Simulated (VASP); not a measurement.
The system is SiC.

```
Si C
1.0
     3.05505    0.00000    0.00000
    -1.52753    2.64575    0.00000
     0.00000    0.00000   10.00306
Si C
4 4
Direct
  0.00000 0.00000 0.18789
  0.00000 0.00000 0.68789
  0.33333 0.66667 0.43784
  0.66667 0.33333 0.93784
  0.00000 0.00000 0.00046
  0.00000 0.00000 0.50046
  0.33333 0.66667 0.24980
  0.66667 0.33333 0.74980
```

Base run:

```yaml
Program: VASP 6.6.1
Functional: revPBE
Dispersion: D3(BJ)
Potentials_or_basis: VASP PAW PBE potentials, release 64 (Si, C)
Cutoff: 520 eV
k_mesh: 10 × 10 × 3
Occupations: fermi-dirac, width 0.05 eV
Spin: no spin polarisation
```

Its results: band gap on the k mesh 2.23 eV, indirect (least direct gap 3.36 eV); pressure 1.0 GPa; largest force 0.015 eV/Å.

Q: The run is repeated on the same cell with these changes: functional from revPBE to PBE. What comes out?

A: Band gap on the k mesh 2.23 eV, indirect (least direct gap 3.36 eV); pressure 3.7 GPa; largest force 0.012 eV/Å.

Caveats: the PAW data sets were made with another functional, which shifts forces and pressure a little (some runs).

A k mesh can miss the band edges.
